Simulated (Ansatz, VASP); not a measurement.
**Two plane-wave programs on Ca**

Contents of INCAR:

```
  PREC = Accurate
  ENCUT = 520
  EDIFF = 1E-6
  ISMEAR = -1
  SIGMA = 0.1
  LREAL = False
  LASPH = True
  NELM = 100
  ALGO = Normal
  ISIF = 2
  LWAVE = False
  LCHARG = False
  GGA = RE
  NBANDS = 11
```

Contents of KPOINTS:

```
regular mesh
0
Gamma
  16 16 16
```

File POSCAR:

```
Ca
1.0
    0.0000000000      2.7237370205      2.7237370205
    2.7237370205      0.0000000000      2.7237370205
    2.7237370205      2.7237370205      0.0000000000
Ca
1
Direct
    0.0000000000      0.0000000000      0.0000000000
```

Input for Ansatz:

```yaml
crystal:
  lattice:
    - [0.0, 2.7237370205, 2.7237370205]
    - [2.7237370205, 0.0, 2.7237370205]
    - [2.7237370205, 2.7237370205, 0.0]
  atoms:
    - { symbol: Ca, position: [0.0, 0.0, 0.0] }
hamiltonian:
  xc: revpbe
  pseudopotentials:
    kind: paw
    azcp:
      Ca: "pseudopotentials/Ca.paw.azcp"
basis:
  ecutwfc: 420
  fft_grid_basis: typed
kpoints:
  mp_grid: { grid: [16, 16, 16], shift: [0, 0, 0] }
magnetization:
  spin_polarized: false
scf:
  occupations: { method: fermi_dirac, width: 0.1 }
output:
  stress: true
```

Alike in both runs: task single point; functional revPBE; k mesh 16 × 16 × 16; occupations fermi-dirac, width 0.1 eV; no spin polarisation.

|  | VASP | Ansatz |
| --- | --- | --- |
| version | VASP 6.6.1 | Ansatz 0.2.0 |
| potentials or method | VASP PAW PBE potentials, release 64 (Ca_sv), cutoff 520 eV | plane waves (420 eV) with PAW, scalar-relativistic |
| valence electrons in the cell | 10 | 10 |

```csv
,VASP,Ansatz,Ansatz less VASP
pressure (GPa),1.6,1.6,0.00
```

VASP's potentials were made for PBE, not for revPBE.
